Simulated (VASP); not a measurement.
A run of VASP 6.6.1:

INCAR

```
SYSTEM = MgH2
PREC = Accurate ; ENCUT = 520
EDIFF = 1E-7 ; ISMEAR = 0
SIGMA = 0.02 ; LREAL = .FALSE.
LASPH = .TRUE. ; NELM = 60
ALGO = Normal ; ISIF = 2
LWAVE = .FALSE. ; LCHARG = .FALSE.
GGA = PE ; NBANDS = 9
```

File KPOINTS:

```
Automatic mesh
0
G
  8 8 6
  0 0 0
```

The input POSCAR:

```
MgH2
1.0
    3.7048226192      0.0000000000      0.0000000000
    0.0000000000      3.7048226192      0.0000000000
    0.0000000000      0.0000000000      5.5863777115
Mg H
1 2
Direct
    0.0000000000      0.0000000000      0.0000000000
    0.5000000000      0.0000000000      0.0000000000
    0.0000000000      0.5000000000      0.0000000000
```

Potentials or basis: VASP PAW PBE potentials, release 64 (Mg, H).

Launch:

```console
$ cat potpaw_PBE.64/Mg/POTCAR potpaw_PBE.64/H/POTCAR > POTCAR
$ mpirun -np 1 vasp_std > vasp.out
```

Hardware: 1 thread of AMD EPYC 7R13 (shared host).

How long does it take, and how much memory?

Wall time 68 s on 1 thread of AMD EPYC 7R13, on a shared host, peak memory 0.17 GiB. Counts: scf iterations 14, k points 60.
